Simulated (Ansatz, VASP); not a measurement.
# W in VASP and in Ansatz

```xyz
1
Lattice="-1.5921 1.5921 1.5921 1.5921 -1.5921 1.5921 1.5921 1.5921 -1.5921" Properties=species:S:1:pos:R:3 pbc="T T T"
W     0.0000    0.0000    0.0000
```

Alike in both runs: functional PBE; k mesh 15 × 15 × 15; occupations fermi-dirac, width 0.15 eV; no spin polarisation.

Ansatz relaxed the structure, and its values are those at the end. VASP's run is a single point on that final structure, the one shown.

|  | VASP | Ansatz |
| --- | --- | --- |
| version | VASP 6.6.1 | Ansatz 0.2.0 |
| potentials or method | VASP PAW PBE potentials, release 64 (W_sv) | plane waves, PAW |
| plane-wave cutoff (eV) | 500 | 420 |
| valence electrons in the cell | 14 | 14 |

```tsv
	VASP	Ansatz	Ansatz less VASP
pressure (GPa)	0.5	0.0	-0.48
```

Spin-orbit coupling is off throughout.
